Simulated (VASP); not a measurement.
# In2Au (Fm-3m) in VASP: a series of runs

The runs below take In2Au through electric field gradients, with LDA.

Everything below comes from runs of VASP 6.6.1. Logs are shortened: lines on timing, memory, paths and dates and some standing lists are left out, and cuts for length are marked.

## Step 1: The cell of the first run

It takes space group Fm-3m (No. 225, cubic). Conventional cell: a = 6.524 Å, b = 6.524 Å, c = 6.524 Å, α = 90.00°, β = 90.00°, γ = 90.00°. Within 3.7 Å of In (site symmetry -43m) lie 4 Au at 2.82 Å and 6 In at 3.26 Å. Au (site symmetry m-3m) has 8 In at 2.82 Å within 3.7 Å.

## Step 2: Electric field gradients, LDA (23.14 Å³/atom)

Input file INCAR:

```
ALGO = Normal
EDIFF = 1E-8
ENCUT = 520
GGA = CA
ISIF = 2
ISMEAR = -1
LASPH = T
LCHARG = F
LEFG = T
LREAL = F
LWAVE = F
NBANDS = 26
NELM = 100
PREC = Accurate
SIGMA = 0.05
```

Input file KPOINTS:

```
k-points
0
Gamma
  10 10 10
```

Input file POSCAR:

```
In2Au
1.0
    0.0000000000      3.2618007438      3.2618007438
    3.2618007438      0.0000000000      3.2618007438
    3.2618007438      3.2618007438      0.0000000000
In Au
2 1
Direct
    0.2500000000      0.2500000000      0.2500000000
    0.7500000000      0.7500000000      0.7500000000
    0.0000000000      0.0000000000      0.0000000000
```

Potentials or basis: VASP PAW LDA potentials, release 64 (In_d, Au).

Run with:

```
> cat potpaw_LDA.64/In_d/POTCAR potpaw_LDA.64/Au/POTCAR > POTCAR
> mpirun -np 1 vasp_std > vasp.out
```

OUTCAR:

```text
EDIFF = 1E-8
   ENCUT = 520
   GGA = CA
   ISIF = 2
   ISMEAR = -1
   LASPH = T
   LREAL = F
   NELM = 100
   PREC = Accurate

 ion  position               nearest neighbor table
   1  0.250  0.250  0.250-   3 2.82   3 2.82   3 2.82   3 2.82   2 3.26   2 3.26   2 3.26   2 3.26
                             2 3.26   2 3.26
   2  0.750  0.750  0.750-   3 2.82   3 2.82   3 2.82   3 2.82   1 3.26   1 3.26   1 3.26   1 3.26
                             1 3.26   1 3.26
   3  0.000  0.000  0.000-   2 2.82   2 2.82   2 2.82   1 2.82   1 2.82   1 2.82   2 2.82   1 2.82

  LATTYP: Found a face centered cubic cell.
 ALAT       =     6.5236014876

  Lattice vectors:

 A1 = (   0.0000000000,   3.2618007438,   3.2618007438)
 A2 = (   3.2618007438,   0.0000000000,   3.2618007438)
 A3 = (   3.2618007438,   3.2618007438,   0.0000000000)

Analysis of symmetry for initial positions (statically):
=====================================================================
 Subroutine PRICEL returns:
 Original cell was already a primitive cell.

 Routine SETGRP: Setting up the symmetry group for a
 face centered cubic supercell.

 Subroutine GETGRP returns: Found 48 space group operations
 (whereof 48 operations were pure point group operations)
 out of a pool of 48 trial point group operations.

The static configuration has the point symmetry O_h .

Analysis of symmetry for dynamics (positions and initial velocities):
=====================================================================
 Subroutine PRICEL returns:
 Original cell was already a primitive cell.

 Routine SETGRP: Setting up the symmetry group for a
 face centered cubic supercell.

 Subroutine GETGRP returns: Found 48 space group operations
 (whereof 48 operations were pure point group operations)
 out of a pool of 48 trial point group operations.

The dynamic configuration has the point symmetry O_h .

 Subroutine INISYM returns: Found 48 space group operations
 (whereof 48 operations are pure point group operations),
 and found     1 'primitive' translations

----------------------------------------------------------------------------------------

                                     Primitive cell

  volume of cell :      69.4068

  direct lattice vectors                    reciprocal lattice vectors
     0.000000000  3.261800744  3.261800744    -0.153289560  0.153289560  0.153289560
     3.261800744  0.000000000  3.261800744     0.153289560 -0.153289560  0.153289560
     3.261800744  3.261800744  0.000000000     0.153289560  0.153289560 -0.153289560

  length of vectors
     4.612882850  4.612882850  4.612882850     0.265505306  0.265505306  0.265505306

  position of ions in fractional coordinates (direct lattice)
     0.250000000  0.250000000  0.250000000
     0.750000000  0.750000000  0.750000000
     0.000000000  0.000000000  0.000000000

  ion indices of the primitive-cell ions
   primitive index   ion index
                 1           1
                 2           2
                 3           3

----------------------------------------------------------------------------------------

 KPOINTS: k-points

Automatic generation of k-mesh.
 Grid dimensions read from file:
 generate k-points for:   10   10   10

 Generating k-lattice:

  Cartesian coordinates                     Fractional coordinates (reciprocal lattice)
    -0.015328956  0.015328956  0.015328956     0.100000000  0.000000000  0.000000000
     0.015328956 -0.015328956  0.015328956     0.000000000  0.100000000  0.000000000
     0.015328956  0.015328956 -0.015328956     0.000000000  0.000000000  0.100000000

  Length of vectors
     0.026550531  0.026550531  0.026550531

  Shift w.r.t. Gamma in fractional coordinates (k-lattice)
     0.000000000  0.000000000  0.000000000

 Subroutine IBZKPT returns following result:
 ===========================================

 Found     47 irreducible k-points:

 Following reciprocal coordinates:
            Coordinates               Weight
  0.000000  0.000000  0.000000      1.000000
  0.100000  0.000000  0.000000      8.000000
  0.200000  0.000000  0.000000      8.000000
  0.300000  0.000000  0.000000      8.000000
  0.400000  0.000000  0.000000      8.000000
  0.500000  0.000000  0.000000      4.000000
[... 16 lines left out ...]
  0.300000  0.300000  0.000000      6.000000
  0.400000  0.300000  0.000000     24.000000
 [... further k-points ...]
   k-points           NKPTS =     47   k-points in BZ     NKDIM =     47   number of bands    NBANDS=     26
   number of dos      NEDOS =    301   number of ions     NIONS =      3
   total plane-waves  NPLWV =  46656
   dimension x,y,z NGX =    36 NGY =   36 NGZ =   36
   dimension x,y,z NGXF=    72 NGYF=   72 NGZF=   72
   ions per type =               2   1
   NGX,Y,Z   is equivalent  to a cutoff of  12.97, 12.97, 12.97 a.u.
   NGXF,Y,Z  is equivalent  to a cutoff of  25.95, 25.95, 25.95 a.u.
 SYSTEM =  unknown system
   PREC   = accura    normal or accurate (medium, high low for compatibility)
   ISTART =      0    job   : 0-new  1-cont  2-samecut
   ICHARG =      2    charge: 1-file 2-atom 10-const
   ISPIN  =      1    spin polarized calculation?
   LNONCOLLINEAR =      F non collinear calculations
   LSORBIT =      F    spin-orbit coupling
   LASPH  =      T    aspherical Exc in radial PAW
   ENCUT  =  520.0 eV  38.22 Ry    6.18 a.u.   8.58  8.58  8.58*2*pi/ulx,y,z
   NELM   =    100;   NELMIN=  2; NELMDL= -5     # of ELM steps
   EDIFF  = 0.1E-07   stopping-criterion for ELM
   LREAL  =      F    real-space projection
   EDIFFG = 0.1E-06   stopping-criterion for IOM
   NSW    =      0    number of steps for IOM
   IBRION =     -1    ionic relax: 0-MD 1-quasi-New 2-CG
   NFREE  =      0    steps in history (QN), initial steepest desc. (CG)
   ISIF   =      2    stress and relaxation
   ISYM   =      2    0-nonsym 1-usesym 2-fastsym
   POTIM  = 0.5000    time-step for ionic-motion
   TEBEG  =    0.0;   TEEND  =   0.0 temperature during run
   PSTRESS=    0.0 pullay stress
   NELECT =      37.0000    total number of electrons
   NUPDOWN=      -1.0000    fix difference up-down
   EMIN   =  10.00;   EMAX   =-10.00  energy-range for DOS
   EFERMI =   0.00;   METHOD = LEGACY
   ISMEAR =    -1;   SIGMA  =   0.05  broadening in eV -4-tet -1-fermi 0-gaus
   EFERMI_NEDOS =   21; number of points for ismear=-14 and -15
   IALGO  =     38    algorithm
   IMIX   =      4    mixing-type and parameters
     AMIX     =   0.40;   BMIX     =  1.00
     AMIX_MAG =   1.60;   BMIX_MAG =  1.00
  volume/ion in A,a.u.               =      23.14       156.13
  Fermi-wavevector in a.u.,A,eV,Ry     =   1.327419  2.508458 23.974020  1.762041
  Thomas-Fermi vector in A             =   2.456733
   LORBIT       =      0    0 simple, 1 ext, 2 COOP (PROOUT), +10 PAW based schemes
   GGA     = CA    functional components
   LHFCALC =     F    Hartree Fock is set to
   AEXX    =    0.0000 exact exchange contribution
   IVDW    =     0    specifies the selected vdW correction
   LEPSILON=     F    determine dielectric tensor
   LRPA    =     F    only Hartree local field effects (RPA)
 non-spin polarized calculation
  energy-cutoff  :      520.00
  volume of cell :       69.41
 maximum number of plane-waves:      1893
 NGX is ok and might be reduce to    36
   NGX = 17   NGY = 17   NGZ = 17

 number of electron      36.9999991 magnetization

 Free energy of the ion-electron system (eV)
  ---------------------------------------------------
  ext. energy  EPLUGINS =         0.00000000
  ---------------------------------------------------
  free energy    TOTEN  =       -11.68401157 eV

  energy without entropy =      -11.67380067  energy(sigma->0) =      -11.67890612

 E-fermi :   7.7271     XC(G=0): -10.9906

 val. band max:        7.6769032249   @ k =   0.1000   0.0000   0.0000
 cond. band min:       7.7372768940   @ k =   0.5000   0.2000   0.1000
 fundamental gap:      0.0603736691
 Fermi energy:         7.7271494168

 k-point     1 :       0.0000    0.0000    0.0000
  band No.  band energies     occupation
      1      -7.0764      2.00000
      2      -7.0764      2.00000
      3      -6.9258      2.00000
      4      -6.9258      2.00000
      5      -6.9258      2.00000
      6      -6.6510      2.00000
[... 18 lines left out ...]
     25      13.3046      0.00000
     26      13.3046      0.00000
[... 644 lines left out ...]
      4      -6.8113      2.00000
      5      -6.8036      2.00000
      6      -6.7908      2.00000
[... 18 lines left out ...]
     25      17.5141      0.00000
     26      17.8234      0.00000

 [... further k-points ...]

------------------------ aborting loop because EDIFF is reached ----------------------------------------

  FORCE on cell =-STRESS in cart. coord.  units (eV):
  Direction    XX          YY          ZZ          XY          YZ          ZX
  --------------------------------------------------------------------------------------
  -------------------------------------------------------------------------------------
  Total       -0.8199817     -0.8199817     -0.8199817     -0.0000000     -0.0000000     -0.0000000
  in kB      -18.9283377    -18.9283377    -18.9283377     -0.0000000     -0.0000000     -0.0000000
  external PRESSURE =     -18.9283377 kB  Pullay stress =       0.0000000 kB

 VOLUME and BASIS-vectors are now :
 -----------------------------------------------------------------------------
  energy-cutoff  :      520.00
  volume of cell :       69.41
      direct lattice vectors                 reciprocal lattice vectors
     0.000000000  3.261800744  3.261800744    -0.153289560  0.153289560  0.153289560
     3.261800744  0.000000000  3.261800744     0.153289560 -0.153289560  0.153289560
     3.261800744  3.261800744  0.000000000     0.153289560  0.153289560 -0.153289560

 POSITION                                       TOTAL-FORCE (eV/Angst)
 -----------------------------------------------------------------------------------
      1.63090      1.63090      1.63090         0.000000     -0.000000      0.000000
      4.89270      4.89270      4.89270        -0.000000      0.000000     -0.000000
      0.00000      0.00000      0.00000         0.000000     -0.000000     -0.000000
 -----------------------------------------------------------------------------------
    total drift:                                0.000000      0.000000      0.000000

  FREE ENERGIE OF THE ION-ELECTRON SYSTEM (eV)
  ---------------------------------------------------
  free  energy   TOTEN  =       -11.6840115741 eV

  energy  without entropy=      -11.6738006714  energy(sigma->0) =      -11.67890612

 Electric field gradients (V/A^2)
---------------------------------------------------------------------
 ion       V_xx      V_yy      V_zz      V_xy      V_xz      V_yz
---------------------------------------------------------------------
   1       0.000    -0.000     0.000     0.002     0.002     0.002
   2       0.000    -0.000     0.000     0.002     0.002     0.002
   3      -0.000     0.000    -0.000     0.000     0.000     0.000
---------------------------------------------------------------------

 Electric field gradients after diagonalization (V/A^2)
 (convention: |V_zz| > |V_xx| > |V_yy|)
----------------------------------------------------------------------
 ion       V_xx      V_yy      V_zz     asymmetry (V_yy - V_xx)/ V_zz
----------------------------------------------------------------------
   1      -0.002    -0.002     0.004       0.000
   2      -0.002    -0.002     0.004       0.000
   3      -0.000    -0.000     0.001       0.000
----------------------------------------------------------------------

           NMR quadrupolar parameters

 Cq : quadrupolar parameter    Cq=e*Q*V_zz/h
 eta: asymmetry parameters     (V_yy - V_xx)/ V_zz
 Q  : nuclear electric quadrupole moment in mb (millibarn)
----------------------------------------------------------------------
 ion       Cq(MHz)       eta       Q (mb)
----------------------------------------------------------------------
   1       0.000       0.000       1.000
   2       0.000       0.000       1.000
   3       0.000       0.000       1.000
----------------------------------------------------------------------
```

Run time: 30 s. Hardware: 1 thread of Intel Xeon 6975P-C (Granite Rapids), shared host; peak memory 0.22 GiB.

What came out:

* Free energy: -11.6840 eV
* Pressure: -1.9 GPa
* Band gap on the k mesh: zero (an odd number of electrons rules out a gap without spin polarisation)
* Largest electric field gradient by atom: zero within the noise of the run

Caveat: spin-orbit coupling is left out, which moves the levels of the heavy elements.

## Step 3: Electric field gradients, LDA (23.82 Å³/atom)

This run uses another cell than the first one, of 23.82 Å³/atom.

Input file INCAR:

```
PREC = Accurate
ENCUT = 520
EDIFF = 1E-8
ISMEAR = -1
SIGMA = 0.05
LREAL = F
LASPH = T
NELM = 100
ALGO = Normal
ISIF = 2
LWAVE = F
LCHARG = F
GGA = CA
LEFG = T
NBANDS = 26
```

Input file KPOINTS:

```
Automatic mesh
0
Gamma
  10 10 10
```

Input file POSCAR:

```
In2Au
1.0
    0.0000000000      3.2937812218      3.2937812218
    3.2937812218      0.0000000000      3.2937812218
    3.2937812218      3.2937812218      0.0000000000
In Au
2 1
Direct
    0.2500000000      0.2500000000      0.2500000000
    0.7500000000      0.7500000000      0.7500000000
    0.0000000000      0.0000000000      0.0000000000
```

Potentials or basis: VASP PAW LDA potentials, release 64 (In_d, Au).

Run with:

```
> cat potpaw_LDA.64/In_d/POTCAR potpaw_LDA.64/Au/POTCAR > POTCAR
> mpirun -np 1 vasp_std > vasp.out
```

OUTCAR:

```text
PREC = Accurate
   ENCUT = 520
   EDIFF = 1E-8
   ISMEAR = -1
   LREAL = F
   LASPH = T
   NELM = 100
   ISIF = 2
   GGA = CA

 ion  position               nearest neighbor table
   1  0.250  0.250  0.250-   3 2.85   3 2.85   3 2.85   3 2.85   2 3.29   2 3.29   2 3.29   2 3.29
                             2 3.29   2 3.29
   2  0.750  0.750  0.750-   3 2.85   3 2.85   3 2.85   3 2.85   1 3.29   1 3.29   1 3.29   1 3.29
                             1 3.29   1 3.29
   3  0.000  0.000  0.000-   1 2.85   2 2.85   2 2.85   2 2.85   2 2.85   1 2.85   1 2.85   1 2.85

  LATTYP: Found a face centered cubic cell.
 ALAT       =     6.5875624436

  Lattice vectors:

 A1 = (   0.0000000000,   3.2937812218,   3.2937812218)
 A2 = (   3.2937812218,   0.0000000000,   3.2937812218)
 A3 = (   3.2937812218,   3.2937812218,   0.0000000000)

Analysis of symmetry for initial positions (statically):
=====================================================================
 Subroutine PRICEL returns:
 Original cell was already a primitive cell.

 Routine SETGRP: Setting up the symmetry group for a
 face centered cubic supercell.

 Subroutine GETGRP returns: Found 48 space group operations
 (whereof 48 operations were pure point group operations)
 out of a pool of 48 trial point group operations.

The static configuration has the point symmetry O_h .

Analysis of symmetry for dynamics (positions and initial velocities):
=====================================================================
 Subroutine PRICEL returns:
 Original cell was already a primitive cell.

 Routine SETGRP: Setting up the symmetry group for a
 face centered cubic supercell.

[... 167 lines left out ...]
      6      -6.9823      2.00000
[... 685 lines left out ...]
     25      16.9594      0.00000
     26      17.3196      0.00000

 [... further k-points ...]

------------------------ aborting loop because EDIFF is reached ----------------------------------------

  FORCE on cell =-STRESS in cart. coord.  units (eV):
  Direction    XX          YY          ZZ          XY          YZ          ZX
  --------------------------------------------------------------------------------------
  -------------------------------------------------------------------------------------
  Total       -1.6280915     -1.6280915     -1.6280915      0.0000000      0.0000000     -0.0000000
  in kB      -36.4985109    -36.4985109    -36.4985109      0.0000000      0.0000000     -0.0000000
  external PRESSURE =     -36.4985109 kB  Pullay stress =       0.0000000 kB

 VOLUME and BASIS-vectors are now :
 -----------------------------------------------------------------------------
  energy-cutoff  :      520.00
  volume of cell :       71.47
      direct lattice vectors                 reciprocal lattice vectors
     0.000000000  3.293781222  3.293781222    -0.151801218  0.151801218  0.151801218
     3.293781222  0.000000000  3.293781222     0.151801218 -0.151801218  0.151801218
     3.293781222  3.293781222  0.000000000     0.151801218  0.151801218 -0.151801218

 POSITION                                       TOTAL-FORCE (eV/Angst)
 -----------------------------------------------------------------------------------
      1.64689      1.64689      1.64689        -0.000000     -0.000000     -0.000000
      4.94067      4.94067      4.94067         0.000000      0.000000      0.000000
      0.00000      0.00000      0.00000         0.000000     -0.000000      0.000000
 -----------------------------------------------------------------------------------
    total drift:                                0.000000      0.000000      0.000000

  FREE ENERGIE OF THE ION-ELECTRON SYSTEM (eV)
  ---------------------------------------------------
  free  energy   TOTEN  =       -11.6491043471 eV

  energy  without entropy=      -11.6384704663  energy(sigma->0) =      -11.64378741

 Electric field gradients (V/A^2)
---------------------------------------------------------------------
 ion       V_xx      V_yy      V_zz      V_xy      V_xz      V_yz
---------------------------------------------------------------------
   1      -0.000     0.000    -0.000     0.002     0.002     0.002
   2      -0.000     0.000    -0.000     0.002     0.002     0.002
   3      -0.000    -0.000     0.000     0.001     0.001     0.001
---------------------------------------------------------------------

 Electric field gradients after diagonalization (V/A^2)
 (convention: |V_zz| > |V_xx| > |V_yy|)
----------------------------------------------------------------------
 ion       V_xx      V_yy      V_zz     asymmetry (V_yy - V_xx)/ V_zz
----------------------------------------------------------------------
   1      -0.002    -0.002     0.005       0.000
   2      -0.002    -0.002     0.005       0.000
   3      -0.001    -0.001     0.001       0.000
----------------------------------------------------------------------

           NMR quadrupolar parameters

 Cq : quadrupolar parameter    Cq=e*Q*V_zz/h
 eta: asymmetry parameters     (V_yy - V_xx)/ V_zz
 Q  : nuclear electric quadrupole moment in mb (millibarn)
----------------------------------------------------------------------
 ion       Cq(MHz)       eta       Q (mb)
----------------------------------------------------------------------
   1       0.000       0.000       1.000
   2       0.000       0.000       1.000
   3       0.000       0.000       1.000
----------------------------------------------------------------------
```

Run time: 31 s. Hardware: 1 thread of Intel Xeon 6975P-C (Granite Rapids), shared host; peak memory 0.22 GiB.

Results:

```
Free energy                             : -11.6491 eV
Pressure                                : -3.6 GPa
Band gap on the k mesh                  : zero (an odd number of electrons rules out a gap without spin polarisation)
Largest electric field gradient by atom : zero within the noise of the run
```

Levels at points of the mesh, in eV from the Fermi level:
| k point | band 17 | band 18 | band 19 | band 20 | band 21 | band 22 |
| --- | --- | --- | --- | --- | --- | --- |
| (0.00, 0.00, 0.00) | -0.01 | 3.00 | 3.00 | 3.00 | 3.70 | 3.70 |
| (0.50, 0.00, 0.00) | -4.54 | 0.89 | 0.89 | 1.51 | 2.69 | 3.55 |
| (0.50, 0.50, 0.00) | -4.13 | -1.75 | -1.75 | -0.45 | 2.42 | 8.68 |

Caveat: the cell stands under tension; spin-orbit coupling is left out, which moves the levels of the heavy elements.
